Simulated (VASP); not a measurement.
# Al (P6_3/mmc) in VASP: notebook, part 2 of 2

VASP 6.6.1. Earlier steps stand in the parts before.

**4. Single point, PBE+D3(BJ)**

This run uses another cell than the first one: it holds 4 atoms, not 8.

The input, INCAR:

```
ALGO     = Normal         # electronic algorithm
EDIFF    = 1E-6           # SCF threshold, eV
ENCUT    = 520            # plane-wave cutoff, eV
GGA      = PE             # functional
ISIF     = 2              # what is computed and relaxed
ISMEAR   = 0              # smearing method
IVDW     = 12             # dispersion correction
LASPH    = True           # aspherical terms in the spheres
LCHARG   = False          # write CHGCAR
LREAL    = False          # projectors in reciprocal space
LWAVE    = False          # write WAVECAR
NBANDS   = 14             # bands
NELM     = 100            # most SCF steps
PREC     = Accurate       # precision mode
SIGMA    = 0.1            # smearing width, eV
```

The input, KPOINTS:

```
k-points
0
Gamma
  18 18 6
```

The input, POSCAR:

```
Al
1.0
    2.8144222650      0.0000000000      0.0000000000
   -1.4072111325      2.4373611785      0.0000000000
    0.0000000000      0.0000000000      9.2410470710
Al
4
Direct
    0.0000000000      0.0000000000      0.0000000000
    0.3333333333      0.6666666667      0.2500000000
    0.0000000000      0.0000000000      0.5000000000
    0.6666666667      0.3333333333      0.7500000000
```

Potentials or basis: VASP PAW PBE potentials, release 64 (Al).

Launch:

```
> cat potpaw_PBE.64/Al/POTCAR > POTCAR
> mpirun -np 1 vasp_std > vasp.out
```

OUTCAR:

```text
EDIFF = 1E-6
   ENCUT = 520
   GGA = PE
   ISIF = 2
   ISMEAR = 0
   IVDW = 12
   LASPH = True
   LREAL = False
   NELM = 100
   PREC = Accurate
 IVDW          = 12

 ion  position               nearest neighbor table
   1  0.000  0.000  0.000-   2 2.82   4 2.82   4 2.82   2 2.82   4 2.82   2 2.82
   2  0.333  0.667  0.250-   1 2.82   3 2.82   1 2.82   3 2.82   1 2.82   3 2.82
   3  0.000  0.000  0.500-   2 2.82   4 2.82   4 2.82   2 2.82   4 2.82   2 2.82
   4  0.667  0.333  0.750-   1 2.82   3 2.82   1 2.82   3 2.82   1 2.82   3 2.82

  LATTYP: Found a hexagonal cell.
 ALAT       =     2.8144222650
 C/A-ratio  =     3.2834614713

  Lattice vectors:

 A1 = (   2.8144222650,   0.0000000000,   0.0000000000)
 A2 = (  -1.4072111325,   2.4373611785,   0.0000000000)
 A3 = (   0.0000000000,   0.0000000000,   9.2410470710)

Analysis of symmetry for initial positions (statically):
=====================================================================
 Subroutine PRICEL returns:
 Original cell was already a primitive cell.

 Routine SETGRP: Setting up the symmetry group for a
 hexagonal supercell.

 Subroutine GETGRP returns: Found 24 space group operations
 (whereof 12 operations were pure point group operations)
 out of a pool of 24 trial point group operations.

The static configuration has the point symmetry D_3d.
 The point group associated with its full space group is D_6h.

Analysis of symmetry for dynamics (positions and initial velocities):
=====================================================================
 Subroutine PRICEL returns:
 Original cell was already a primitive cell.

 Routine SETGRP: Setting up the symmetry group for a
 hexagonal supercell.

 Subroutine GETGRP returns: Found 24 space group operations
 (whereof 12 operations were pure point group operations)
 out of a pool of 24 trial point group operations.

The dynamic configuration has the point symmetry D_3d.
 The point group associated with its full space group is D_6h.

 Subroutine INISYM returns: Found 24 space group operations
 (whereof 12 operations are pure point group operations),
 and found     1 'primitive' translations

----------------------------------------------------------------------------------------

                                     Primitive cell

  volume of cell :      63.3914

  direct lattice vectors                    reciprocal lattice vectors
     2.814422265  0.000000000  0.000000000     0.355312709  0.205139888  0.000000000
    -1.407211133  2.437361178  0.000000000     0.000000000  0.410279777  0.000000000
     0.000000000  0.000000000  9.241047071     0.000000000  0.000000000  0.108212846

  length of vectors
     2.814422265  2.814422265  9.241047071     0.410279777  0.410279777  0.108212846

  position of ions in fractional coordinates (direct lattice)
     0.000000000  0.000000000  0.000000000
     0.333333333  0.666666667  0.250000000
     0.000000000  0.000000000  0.500000000
     0.666666667  0.333333333  0.750000000

  ion indices of the primitive-cell ions
   primitive index   ion index
                 1           1
                 2           2
                 3           3
                 4           4

[... 54 lines left out ...]
   number of dos      NEDOS =    301   number of ions     NIONS =      4
   total plane-waves  NPLWV =  40320
   dimension x,y,z NGX =    24 NGY =   24 NGZ =   70
   dimension x,y,z NGXF=    48 NGYF=   48 NGZF=  140
   ions per type =               4
   NGX,Y,Z   is equivalent  to a cutoff of  14.18, 14.18, 12.59 a.u.
   NGXF,Y,Z  is equivalent  to a cutoff of  28.35, 28.35, 25.19 a.u.
 SYSTEM =  unknown system
   PREC   = accura    normal or accurate (medium, high low for compatibility)
   ISTART =      0    job   : 0-new  1-cont  2-samecut
   ICHARG =      2    charge: 1-file 2-atom 10-const
   ISPIN  =      1    spin polarized calculation?
   LNONCOLLINEAR =      F non collinear calculations
   LSORBIT =      F    spin-orbit coupling
   LASPH  =      T    aspherical Exc in radial PAW
   ENCUT  =  520.0 eV  38.22 Ry    6.18 a.u.   5.23  5.23 17.18*2*pi/ulx,y,z
   NELM   =    100;   NELMIN=  2; NELMDL= -5     # of ELM steps
   EDIFF  = 0.1E-05   stopping-criterion for ELM
   LREAL  =      F    real-space projection
   EDIFFG = 0.1E-04   stopping-criterion for IOM
   NSW    =      0    number of steps for IOM
   IBRION =     -1    ionic relax: 0-MD 1-quasi-New 2-CG
   NFREE  =      0    steps in history (QN), initial steepest desc. (CG)
   ISIF   =      2    stress and relaxation
   ISYM   =      2    0-nonsym 1-usesym 2-fastsym
   POTIM  = 0.5000    time-step for ionic-motion
   TEBEG  =    0.0;   TEEND  =   0.0 temperature during run
   PSTRESS=    0.0 pullay stress
   NELECT =      12.0000    total number of electrons
   NUPDOWN=      -1.0000    fix difference up-down
   EMIN   =  10.00;   EMAX   =-10.00  energy-range for DOS
   EFERMI =   0.00;   METHOD = LEGACY
   ISMEAR =     0;   SIGMA  =   0.10  broadening in eV -4-tet -1-fermi 0-gaus
   EFERMI_NEDOS =   21; number of points for ismear=-14 and -15
   IALGO  =     38    algorithm
   IMIX   =      4    mixing-type and parameters
     AMIX     =   0.40;   BMIX     =  1.00
     AMIX_MAG =   1.60;   BMIX_MAG =  1.00
  volume/ion in A,a.u.               =      15.85       106.95
  Fermi-wavevector in a.u.,A,eV,Ry     =   0.939994  1.776331 12.021957  0.883589
  Thomas-Fermi vector in A             =   2.067362
   LORBIT       =      0    0 simple, 1 ext, 2 COOP (PROOUT), +10 PAW based schemes
   GGA     = PE    functional components
   LHFCALC =     F    Hartree Fock is set to
   AEXX    =    0.0000 exact exchange contribution
   IVDW    =    12    specifies the selected vdW correction
   LEPSILON=     F    determine dielectric tensor
   LRPA    =     F    only Hartree local field effects (RPA)
 non-spin polarized calculation
 Gauss-broadening in eV      SIGMA  =   0.10
  energy-cutoff  :      520.00
  volume of cell :       63.39
 maximum number of plane-waves:      1728
 NGX is ok and might be reduce to    24

 number of electron      12.0000000 magnetization

 Free energy of the ion-electron system (eV)
  ---------------------------------------------------
  ext. energy  EPLUGINS =         0.00000000
  ---------------------------------------------------
  free energy    TOTEN  =       -14.90699694 eV

  energy without entropy =      -14.89948041  energy(sigma->0) =      -14.90323867

 E-fermi :   8.4183     XC(G=0): -10.3442

 val. band max:        8.3815042051   @ k =   0.3889   0.0556   0.0000
 cond. band min:       8.4261983002   @ k =   0.3889   0.1667   0.1667
 fundamental gap:      0.0446940951
 Fermi energy:         8.4183487802

 k-point     1 :       0.0000    0.0000    0.0000
  band No.  band energies     occupation
      1      -2.9901      2.00000
      2      -1.2710      2.00000
      3      -1.2640      2.00000
      4       3.6435      2.00000
      5       3.9246      2.00000
      6      11.8439      0.00000
      7      11.8561      0.00000
      8      19.4948      0.00000
      9      19.4948      0.00000
     10      19.6337      0.00000
     11      19.6337      0.00000
     12      20.5802      0.00000
     13      20.5832      0.00000
     14      20.7308      0.00000
[... 377 lines left out ...]
      1       2.0633      2.00000
      2       3.6949      2.00000
      3       3.7017      2.00000
      4       4.6826      2.00000
      5       6.3666      2.00000
      6       6.3895      2.00000
      7       8.4605      0.55115
      8       8.9246      0.00000
      9      10.7992      0.00000
     10      11.0110      0.00000
     11      12.0917      0.00000
     12      12.8524      0.00000
     13      13.1419      0.00000
     14      16.5762      0.00000

 [... further k-points ...]

------------------------ aborting loop because EDIFF is reached ----------------------------------------

 Edisp (eV)   -1.40282

 E8    (eV) :    -0.6276

  FORCE on cell =-STRESS in cart. coord.  units (eV):
  Direction    XX          YY          ZZ          XY          YZ          ZX
  --------------------------------------------------------------------------------------
  -------------------------------------------------------------------------------------
  Total      -0.00779    -0.00779     0.00724    -0.00000    -0.00000    -0.00000
  in kB      -0.19687    -0.19687     0.18310    -0.00000    -0.00000    -0.00000
  external pressure =       -0.07 kB  Pullay stress =        0.00 kB

 VOLUME and BASIS-vectors are now :
 -----------------------------------------------------------------------------
  energy-cutoff  :      520.00
  volume of cell :       63.39
      direct lattice vectors                 reciprocal lattice vectors
     2.814422265  0.000000000  0.000000000     0.355312709  0.205139888  0.000000000
    -1.407211133  2.437361178  0.000000000     0.000000000  0.410279777  0.000000000
     0.000000000  0.000000000  9.241047071     0.000000000  0.000000000  0.108212846

 POSITION                                       TOTAL-FORCE (eV/Angst)
 -----------------------------------------------------------------------------------
      0.00000      0.00000      0.00000        -0.000000      0.000000      0.000000
     -0.00000      1.62491      2.31026        -0.000000      0.000000      0.000000
      0.00000      0.00000      4.62052        -0.000000      0.000000      0.000000
      1.40721      0.81245      6.93079         0.000000     -0.000000     -0.000000
 -----------------------------------------------------------------------------------
    total drift:                               -0.000000      0.000000      0.000000

  FREE ENERGIE OF THE ION-ELECTRON SYSTEM (eV)
  ---------------------------------------------------
  free  energy   TOTEN  =       -16.3098148195 eV

  energy  without entropy=      -16.3022982960  energy(sigma->0) =      -16.30605656
```

Run time: 33 s. Hardware: 1 thread of Intel Xeon 6975P-C (Granite Rapids), shared host; peak memory 0.25 GiB.

What came out:

| Item | Value |
| --- | --- |
| Free energy | -16.3098 eV |
| Pressure | 0.0 GPa |
| Band gap on the k mesh | zero (band 6 reaches 12.36 eV, above the bottom of band 7 at 6.85 eV) |
| Dispersion energy per atom | -0.351 eV |

Caveat: pairwise dispersion overbinds metals, which lowers pressure and volume.

**5. Single point, PBE+D3(BJ)**

This run uses another cell than the first one: it holds 4 atoms, not 8.

The input, INCAR:

```
  ALGO = Normal
  EDIFF = 1E-6
  ENCUT = 500
  GGA = PE
  GGA_COMPAT = F
  ISIF = 2
  ISMEAR = 0
  IVDW = 12
  LASPH = T
  LCHARG = T
  LELF = T
  LREAL = F
  LVHAR = T
  LWAVE = F
  NBANDS = 14
  NELM = 120
  PREC = Accurate
  SIGMA = 0.1
```

The input, KPOINTS:

```
k-points
0
Gamma
  9 9 2
```

The input, POSCAR:

```
Al
1.0
    2.8270770242      0.0000000000      0.0000000000
   -1.4135385121      2.4483205214      0.0000000000
    0.0000000000      0.0000000000      9.1859930700
Al
4
Direct
    0.0000000000      0.0000000000      0.0000000000
    0.3333333300      0.6666666700      0.2500000000
    0.0000000000      0.0000000000      0.5000000000
    0.6666666700      0.3333333300      0.7500000000
```

Launch:

```
> cat potpaw_PBE.64/Al/POTCAR > POTCAR
> mpirun -np 1 vasp_std > vasp.out
```

It took 35 s on 1 thread of AMD EPYC 7R13, shared host; peak memory 0.16 GiB.

The run converged. Its results:

```
Free energy                : -16.2248 eV
Pressure                   : -0.2 GPa
Band gap on the k mesh     : zero (band 6 reaches 12.44 eV, above the bottom of band 7 at 7.02 eV)
Dispersion energy per atom : -0.350 eV
```

Stress tensor (GPa, compression positive):
```
 0.65  0.00  0.00
 0.00  0.65  0.00
 0.00  0.00 -2.04
```

Levels at points of the mesh, in eV from the Fermi level:
| k point | band 3 | band 4 | band 5 | band 6 | band 7 | band 8 | band 9 | band 10 |
| --- | --- | --- | --- | --- | --- | --- | --- | --- |
| (0.00, 0.00, 0.00) | -9.59 | -4.66 | -4.31 | 3.67 | 3.68 | 10.93 | 10.93 | 11.10 |
| (0.00, 0.00, 0.50) | -7.45 | -7.45 | -0.75 | -0.75 | 8.66 | 8.66 | 11.26 | 11.26 |

Caveat: pairwise dispersion overbinds metals, which lowers pressure and volume.

**6. Overview**

| cell | k mesh | cutoff (eV) | smearing | gap on the mesh (eV) | pressure (GPa) |
| --- | --- | --- | --- | --- | --- |
| a = 2.814, b = 2.814, c = 18.482 Å, angles 90.0, 90.0, 60.0°, 8 atoms | 16 × 16 × 2 | 520 | gaussian 0.15 eV | none | 0.0 |
| a = 2.814, b = 2.814, c = 9.241 Å, angles 90.0, 90.0, 120.0°, 4 atoms | 18 × 18 × 4 | 520 | gaussian 0.15 eV | none | 0.0 |
| a = 2.814, b = 2.814, c = 9.241 Å, angles 90.0, 90.0, 120.0°, 4 atoms | 18 × 18 × 6 | 520 | gaussian 0.1 eV | none | 0.0 |
| a = 2.827, b = 2.827, c = 9.186 Å, angles 90.0, 90.0, 120.0°, 4 atoms | 9 × 9 × 2 | 500 | gaussian 0.1 eV | none | -0.2 |

Alike in all rows: task single point; level PBE+D3(BJ); potentials or basis VASP PAW PBE potentials, release 64 (Al); no spin polarisation.

Caveats: pairwise dispersion overbinds metals, which lowers pressure and volume.

Absolute energies hang on the potentials; compare differences alone.
